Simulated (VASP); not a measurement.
# TePb (Fm-3m) in VASP: a series of runs, part 2 of 2

VASP 6.6.1.

## 3. Single point, PBE

This run uses another cell than the first one, of 35.45 Å³/atom.

The input, INCAR:

```
SYSTEM = TePb
ALGO = Normal
EDIFF = 1E-6
ENCUT = 500
GGA = PE
GGA_COMPAT = .FALSE.
ISIF = 2
ISMEAR = 0
LASPH = .TRUE.
LCHARG = .TRUE.
LELF = .TRUE.
LREAL = .FALSE.
LVHAR = .TRUE.
LWAVE = .FALSE.
NBANDS = 17
NELM = 120
PREC = Accurate
SIGMA = 0.02
```

The input, KPOINTS:

```
k-points
0
G
  8 8 8
  0 0 0
```

The input, POSCAR:

```
TePb
1.0
    0.0000000000      3.2849854499      3.2849854499
    3.2849854499      0.0000000000      3.2849854499
    3.2849854499      3.2849854499      0.0000000000
Pb Te
1 1
Direct
    0.0000000000      0.0000000000      0.0000000000
    0.5000000000      0.5000000000      0.5000000000
```

Potentials or basis: VASP PAW PBE potentials, release 64 (Pb_d, Te).

Started as:

```bash
$ cat potpaw_PBE.64/Pb_d/POTCAR potpaw_PBE.64/Te/POTCAR > POTCAR
$ mpirun -np 1 vasp_std > vasp.out
```

OUTCAR:

```text
SYSTEM = TePb
   EDIFF = 1E-6
   ENCUT = 500
   GGA = PE
   ISIF = 2
   ISMEAR = 0
   LASPH = .TRUE.
   LREAL = .FALSE.
   NELM = 120
   PREC = Accurate

 ion  position               nearest neighbor table
   1  0.000  0.000  0.000-   2 3.28   2 3.28   2 3.28   2 3.28   2 3.28   2 3.28
   2  0.500  0.500  0.500-   1 3.28   1 3.28   1 3.28   1 3.28   1 3.28   1 3.28

  LATTYP: Found a face centered cubic cell.
 ALAT       =     6.5699708998

  Lattice vectors:

 A1 = (   0.0000000000,   3.2849854499,   3.2849854499)
 A2 = (   3.2849854499,   0.0000000000,   3.2849854499)
 A3 = (   3.2849854499,   3.2849854499,   0.0000000000)

Analysis of symmetry for initial positions (statically):
=====================================================================
 Subroutine PRICEL returns:
 Original cell was already a primitive cell.

 Routine SETGRP: Setting up the symmetry group for a
 face centered cubic supercell.

 Subroutine GETGRP returns: Found 48 space group operations
 (whereof 48 operations were pure point group operations)
 out of a pool of 48 trial point group operations.

The static configuration has the point symmetry O_h .

Analysis of symmetry for dynamics (positions and initial velocities):
=====================================================================
 Subroutine PRICEL returns:
 Original cell was already a primitive cell.

 Routine SETGRP: Setting up the symmetry group for a
 face centered cubic supercell.

 Subroutine GETGRP returns: Found 48 space group operations
 (whereof 48 operations were pure point group operations)
 out of a pool of 48 trial point group operations.

The dynamic configuration has the point symmetry O_h .

 Subroutine INISYM returns: Found 48 space group operations
 (whereof 48 operations are pure point group operations),
 and found     1 'primitive' translations

----------------------------------------------------------------------------------------

                                     Primitive cell

  volume of cell :      70.8974

  direct lattice vectors                    reciprocal lattice vectors
     0.000000000  3.284985450  3.284985450    -0.152207676  0.152207676  0.152207676
     3.284985450  0.000000000  3.284985450     0.152207676 -0.152207676  0.152207676
     3.284985450  3.284985450  0.000000000     0.152207676  0.152207676 -0.152207676

  length of vectors
     4.645670975  4.645670975  4.645670975     0.263631428  0.263631428  0.263631428

  position of ions in fractional coordinates (direct lattice)
     0.000000000  0.000000000  0.000000000
     0.500000000  0.500000000  0.500000000

  ion indices of the primitive-cell ions
   primitive index   ion index
                 1           1
                 2           2

----------------------------------------------------------------------------------------

 KPOINTS: k-points

Automatic generation of k-mesh.
 Grid dimensions read from file:
 generate k-points for:    8    8    8

 Generating k-lattice:

  Cartesian coordinates                     Fractional coordinates (reciprocal lattice)
    -0.019025959  0.019025959  0.019025959     0.125000000  0.000000000  0.000000000
     0.019025959 -0.019025959  0.019025959     0.000000000  0.125000000  0.000000000
     0.019025959  0.019025959 -0.019025959     0.000000000  0.000000000  0.125000000

  Length of vectors
     0.032953928  0.032953928  0.032953928

  Shift w.r.t. Gamma in fractional coordinates (k-lattice)
     0.000000000  0.000000000  0.000000000

 Subroutine IBZKPT returns following result:
 ===========================================

 Found     29 irreducible k-points:

 Following reciprocal coordinates:
            Coordinates               Weight
  0.000000  0.000000  0.000000      1.000000
  0.125000  0.000000  0.000000      8.000000
  0.250000  0.000000  0.000000      8.000000
  0.375000  0.000000  0.000000      8.000000
  0.500000  0.000000  0.000000      4.000000
  0.125000  0.125000  0.000000      6.000000
[... 16 lines left out ...]
  0.500000  0.250000  0.125000     48.000000
 -0.375000  0.250000  0.125000     24.000000
 [... further k-points ...]
   k-points           NKPTS =     29   k-points in BZ     NKDIM =     29   number of bands    NBANDS=     17
   number of dos      NEDOS =    301   number of ions     NIONS =      2
   total plane-waves  NPLWV =  46656
   dimension x,y,z NGX =    36 NGY =   36 NGZ =   36
   dimension x,y,z NGXF=    72 NGYF=   72 NGZF=   72
   ions per type =               1   1
   NGX,Y,Z   is equivalent  to a cutoff of  12.88, 12.88, 12.88 a.u.
   NGXF,Y,Z  is equivalent  to a cutoff of  25.77, 25.77, 25.77 a.u.
 SYSTEM =  TePb
   PREC   = accura    normal or accurate (medium, high low for compatibility)
   ISTART =      0    job   : 0-new  1-cont  2-samecut
   ICHARG =      2    charge: 1-file 2-atom 10-const
   ISPIN  =      1    spin polarized calculation?
   LNONCOLLINEAR =      F non collinear calculations
   LSORBIT =      F    spin-orbit coupling
   LASPH  =      T    aspherical Exc in radial PAW
   ENCUT  =  500.0 eV  36.75 Ry    6.06 a.u.   8.47  8.47  8.47*2*pi/ulx,y,z
   NELM   =    120;   NELMIN=  2; NELMDL= -5     # of ELM steps
   EDIFF  = 0.1E-05   stopping-criterion for ELM
   LREAL  =      F    real-space projection
   EDIFFG = 0.1E-04   stopping-criterion for IOM
   NSW    =      0    number of steps for IOM
   IBRION =     -1    ionic relax: 0-MD 1-quasi-New 2-CG
   NFREE  =      0    steps in history (QN), initial steepest desc. (CG)
   ISIF   =      2    stress and relaxation
   ISYM   =      2    0-nonsym 1-usesym 2-fastsym
   POTIM  = 0.5000    time-step for ionic-motion
   TEBEG  =    0.0;   TEEND  =   0.0 temperature during run
   PSTRESS=    0.0 pullay stress
   NELECT =      20.0000    total number of electrons
   NUPDOWN=      -1.0000    fix difference up-down
   EMIN   =  10.00;   EMAX   =-10.00  energy-range for DOS
   EFERMI =   0.00;   METHOD = LEGACY
   ISMEAR =     0;   SIGMA  =   0.02  broadening in eV -4-tet -1-fermi 0-gaus
   EFERMI_NEDOS =   21; number of points for ismear=-14 and -15
   IALGO  =     38    algorithm
   IMIX   =      4    mixing-type and parameters
     AMIX     =   0.40;   BMIX     =  1.00
     AMIX_MAG =   1.60;   BMIX_MAG =  1.00
  volume/ion in A,a.u.               =      35.45       239.22
  Fermi-wavevector in a.u.,A,eV,Ry     =   1.073680  2.028960 15.684632  1.152788
  Thomas-Fermi vector in A             =   2.209486
   LORBIT       =      0    0 simple, 1 ext, 2 COOP (PROOUT), +10 PAW based schemes
   GGA     = PE    functional components
   LHFCALC =     F    Hartree Fock is set to
   AEXX    =    0.0000 exact exchange contribution
   IVDW    =     0    specifies the selected vdW correction
   LEPSILON=     F    determine dielectric tensor
   LRPA    =     F    only Hartree local field effects (RPA)
 non-spin polarized calculation
 Gauss-broadening in eV      SIGMA  =   0.02
  energy-cutoff  :      500.00
  volume of cell :       70.90
 maximum number of plane-waves:      1826
 NGX is ok and might be reduce to    36
   NGX = 17   NGY = 17   NGZ = 17

 number of electron      19.9999999 magnetization

 Free energy of the ion-electron system (eV)
  ---------------------------------------------------
  ext. energy  EPLUGINS =         0.00000000
  ---------------------------------------------------
  free energy    TOTEN  =        -7.52302208 eV

  energy without entropy =       -7.52302208  energy(sigma->0) =       -7.52302208

 E-fermi :   5.0847     XC(G=0):  -9.0782

 val. band max:        4.9908778981   @ k =   0.5000   0.0000   0.0000
 cond. band min:       5.8239194855   @ k =   0.5000   0.0000   0.0000
 fundamental gap:      0.8330415874
 Fermi energy:         5.0847122587

 k-point     1 :       0.0000    0.0000    0.0000
  band No.  band energies     occupation
      1     -11.6505      2.00000
      2     -11.6505      2.00000
      3     -11.6449      2.00000
      4     -11.6449      2.00000
      5     -11.6449      2.00000
      6      -6.6207      2.00000
[... 9 lines left out ...]
     16      10.9065      0.00000
     17      12.4005      0.00000

 k-point     2 :       0.1250    0.0000    0.0000
  band No.  band energies     occupation
      1     -11.6519      2.00000
      2     -11.6519      2.00000
      3     -11.6445      2.00000
      4     -11.6431      2.00000
      5     -11.6431      2.00000
      6      -6.4961      2.00000
[... 9 lines left out ...]
     16      11.1874      0.00000
     17      13.3255      0.00000
[... 421 lines left out ...]
 k-point    24 :      -0.3750    0.2500    0.1250
  band No.  band energies     occupation
      1     -11.6725      2.00000
      2     -11.6564      2.00000
      3     -11.6396      2.00000
      4     -11.6351      2.00000
      5     -11.6287      2.00000
      6      -5.1498      2.00000
[... 9 lines left out ...]
     16      14.7751      0.00000
     17      15.0527      0.00000

 [... further k-points ...]
[... 5 lines left out ...]
  --------------------------------------------------------------------------------------
  -------------------------------------------------------------------------------------
  Total       -0.0271599     -0.0271599     -0.0271599      0.0000000      0.0000000      0.0000000
  in kB       -0.6137743     -0.6137743     -0.6137743      0.0000000      0.0000000      0.0000000
  external PRESSURE =      -0.6137743 kB  Pullay stress =       0.0000000 kB

 VOLUME and BASIS-vectors are now :
 -----------------------------------------------------------------------------
  energy-cutoff  :      500.00
  volume of cell :       70.90
      direct lattice vectors                 reciprocal lattice vectors
     0.000000000  3.284985450  3.284985450    -0.152207676  0.152207676  0.152207676
     3.284985450  0.000000000  3.284985450     0.152207676 -0.152207676  0.152207676
     3.284985450  3.284985450  0.000000000     0.152207676  0.152207676 -0.152207676

 POSITION                                       TOTAL-FORCE (eV/Angst)
 -----------------------------------------------------------------------------------
      0.00000      0.00000      0.00000         0.000000     -0.000000     -0.000000
      3.28499      3.28499      3.28499        -0.000000      0.000000      0.000000
 -----------------------------------------------------------------------------------
    total drift:                               -0.000000      0.000000      0.000000

  FREE ENERGIE OF THE ION-ELECTRON SYSTEM (eV)
  ---------------------------------------------------
  free  energy   TOTEN  =        -7.5230220802 eV

  energy  without entropy=       -7.5230220802  energy(sigma->0) =       -7.52302208
```

OSZICAR:

```text
N       E                     dE             d eps       ncg     rms          rms(c)
DAV:   1     0.150561415696E+03    0.15056E+03   -0.90814E+03   986   0.110E+03
DAV:   2     0.329330813468E+01   -0.14727E+03   -0.14275E+03  1052   0.287E+02
DAV:   3    -0.736226174581E+01   -0.10656E+02   -0.10560E+02  1280   0.846E+01
DAV:   4    -0.765719996310E+01   -0.29494E+00   -0.29481E+00  1238   0.158E+01
DAV:   5    -0.766801025770E+01   -0.10810E-01   -0.10810E-01  1422   0.270E+00    0.300E+00
DAV:   6    -0.752433968461E+01    0.14367E+00   -0.32358E-01  1375   0.378E+00    0.181E+00
DAV:   7    -0.752085041805E+01    0.34893E-02   -0.93036E-02  1200   0.141E+00    0.898E-01
DAV:   8    -0.752325745049E+01   -0.24070E-02   -0.11382E-02  1195   0.107E+00    0.160E-01
DAV:   9    -0.752296414845E+01    0.29330E-03   -0.19016E-03  1477   0.436E-01    0.685E-02
DAV:  10    -0.752301611181E+01   -0.51963E-04   -0.18124E-04  1132   0.913E-02    0.213E-02
DAV:  11    -0.752302194279E+01   -0.58310E-05   -0.37656E-05  1363   0.475E-02    0.122E-02
DAV:  12    -0.752302208022E+01   -0.13742E-06   -0.22161E-06  1170   0.123E-02
   1 F= -.75230221E+01 E0= -.75230221E+01  d E =-.242918E-13
```

stdout:

```text
POSCAR found type information on POSCAR PbTe
 POSCAR found :  2 types and       2 ions
 scaLAPACK will be used
 LDA part: xc-table for (Slater+PW92), standard interpolation
 POSCAR, INCAR and KPOINTS ok, starting setup
 FFT: planning ... GRIDC
 FFT: planning ... GRID_SOFT
 FFT: planning ... GRID
 WAVECAR not read
 entering main loop
```

Run time: 20 s. Hardware: 1 thread of Intel Xeon 6975P-C (Granite Rapids), shared host; peak memory 0.22 GiB.

Results:

```yaml
Free_energy: -7.5230 eV
Pressure: -0.1 GPa
Band_gap_on_the_k_mesh: 0.83 eV
```

Levels at points of the mesh, in eV from the valence-band top:
```
           k point  band 7  band 8  band 9  band 10  band 11  band 12  band 13  band 14
(0.00, 0.00, 0.00)   -5.71   -1.15   -1.15    -1.15     4.03     4.03     4.03     5.92
(0.50, 0.00, 0.00)   -8.33   -0.73   -0.73     0.00     0.83     1.40     1.40     8.34
(0.50, 0.50, 0.00)   -7.21   -4.11   -2.51    -2.51     3.51     5.30     5.30     6.43
```

Caveat: spin-orbit coupling is left out, which moves the levels of the heavy elements. A k mesh can miss the band edges.
